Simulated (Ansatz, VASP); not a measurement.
## CuF in VASP and in Ansatz

The input INCAR:

```
SYSTEM = CuF
PREC     = Accurate       ! precision mode
ENCUT    = 520            ! plane-wave cutoff, eV
EDIFF    = 1E-7           ! SCF threshold, eV
ISMEAR   = -1             ! smearing method
SIGMA    = 0.02           ! smearing width, eV
LREAL    = .False.        ! projectors in reciprocal space
LASPH    = .True.         ! aspherical terms in the spheres
NELM     = 60             ! most SCF steps
ALGO     = Normal         ! electronic algorithm
ISIF     = 2              ! what is computed and relaxed
LWAVE    = .False.        ! write WAVECAR
LCHARG   = .False.        ! write CHGCAR
GGA      = CA             ! functional
NBANDS   = 16             ! bands
```

The input KPOINTS:

```
Automatic mesh
0
Gamma
  10 10 10
  0 0 0
```

POSCAR

```
CuF
1.0
    2.7384616677      0.0000000000      0.0000000000
    0.0000000000      2.7384616677      0.0000000000
    0.0000000000      0.0000000000      2.7384616677
Cu F
1 1
Direct
    0.0000000000      0.0000000000      0.0000000000
    0.5000000000      0.5000000000      0.5000000000
```

Input for Ansatz:

```yaml
crystal:
  lattice:
    - [2.7384616677, 0.0, 0.0]
    - [0.0, 2.7384616677, 0.0]
    - [0.0, 0.0, 2.7384616677]
  atoms:
    - { symbol: Cu, position: [0.0, 0.0, 0.0] }
    - { symbol: F, position: [0.5, 0.5, 0.5] }
kpoints:
  mp_grid: { grid: [10, 10, 10] }
  band_path:
    path: [[0.0, 0.0, 0.0], [0.0, 0.5, 0.0], [0.5, 0.5, 0.0], [0.5, 0.5, 0.5]]
    npoints: 1
hamiltonian:
  xc: lda
scf:
  occupations: { method: fermi_dirac, width: 0.02 }
  n_extra_bands: 4
output:
  forces: true
  stress: true
  eigenvalues: true
```

Alike in both runs: task single point; functional LDA; k mesh 10 × 10 × 10; occupations fermi-dirac, width 0.02 eV; no spin polarisation.

```csv
,VASP,Ansatz
version,VASP 6.6.1,Ansatz 0.2.0
potentials or method,"VASP PAW LDA potentials, release 64 (Cu, F)","plane waves, PAW"
plane-wave cutoff (eV),520,420
valence electrons in the cell,18,26
```

```tsv
	VASP	Ansatz	Ansatz less VASP
pressure (GPa)	-7.6	-7.7	-0.06
```

LDA's correlation is that of Perdew and Zunger in VASP and of Perdew and Wang (1992) in Ansatz. VASP's potentials hold 18 valence electrons a cell and Ansatz's 26, so a difference there can come from the potentials and not from the codes.
